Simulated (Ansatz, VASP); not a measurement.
## Two plane-wave programs on Si3F

Contents of INCAR:

```
SYSTEM = Si3F
PREC     = Accurate       ! precision mode
ENCUT    = 600            ! plane-wave cutoff, eV
EDIFF    = 1E-7           ! SCF threshold, eV
ISMEAR   = 0              ! smearing method
SIGMA    = 0.1            ! smearing width, eV
LREAL    = .FALSE.        ! projectors in reciprocal space
LASPH    = .TRUE.         ! aspherical terms in the spheres
NELM     = 80             ! most SCF steps
ALGO     = Normal         ! electronic algorithm
ISIF     = 3              ! what is computed and relaxed
LWAVE    = .FALSE.        ! write WAVECAR
LCHARG   = .FALSE.        ! write CHGCAR
GGA      = PE             ! functional
IBRION   = 2              ! ionic algorithm
NSW      = 90             ! ionic steps
EDIFFG   = -0.04          ! ionic threshold
```

Contents of KPOINTS:

```
Automatic mesh
0
G
  6 6 6
  0 0 0
```

POSCAR

```
Si3F
1.0
   -2.5419240200      2.5419240200      2.5419240200
    2.5419240200     -2.5419240200      2.5419240200
    2.5419240200      2.5419240200     -2.5419240200
Si F
3 1
Direct
    0.0000000000      0.5000000000      0.5000000000
    0.5000000000      0.0000000000      0.5000000000
    0.5000000000      0.5000000000      0.0000000000
    0.0000000000      0.0000000000      0.0000000000
```

Input for Ansatz:

```yaml
crystal:
  lattice:
    - [-2.54192402, 2.54192402, 2.54192402]
    - [2.54192402, -2.54192402, 2.54192402]
    - [2.54192402, 2.54192402, -2.54192402]
  atoms:
    - { symbol: Si, position: [0.0, 0.5, 0.5] }
    - { symbol: Si, position: [0.5, 0.0, 0.5] }
    - { symbol: Si, position: [0.5, 0.5, 0.0] }
    - { symbol: F, position: [0.0, 0.0, 0.0] }
basis:
  ecutwfc: 420
kpoints:
  mp_grid: { grid: [6, 6, 6] }
hamiltonian:
  xc: pbe
scf:
  occupations: { method: gaussian, width: 0.1 }
  lower_state_search: "off"
output:
  forces: true
  stress: true
  eigenvalues: true
relax:
  adjacent_minimum: "off"
  f_tol: 0.04
  max_steps: 70
  cell: { stress_tol: 0.4 }
```

Alike in both runs: task relaxation of cell and atoms; functional PBE; k mesh 6 × 6 × 6; occupations gaussian, width 0.1 eV; no spin polarisation.

```csv
,VASP,Ansatz
version,VASP 6.6.1,Ansatz 0.2.0
potentials or method,"VASP PAW PBE potentials, release 64 (Si, F), cutoff 600 eV","scalar-relativistic, plane waves, PAW"
valence electrons in the cell,19,19
```

```csv
,VASP,Ansatz,Ansatz less VASP
"gap on the k mesh at the Fermi level, each at its own relaxed structure (eV)",none,none,-
relaxed volume (Å³/atom),14.98,15.01,+0.022
relaxed cell length with the largest relative difference (Å),4.270,4.272,+0.0021
```

A gap of «none» marks a metal or a gap that the smearing closes.
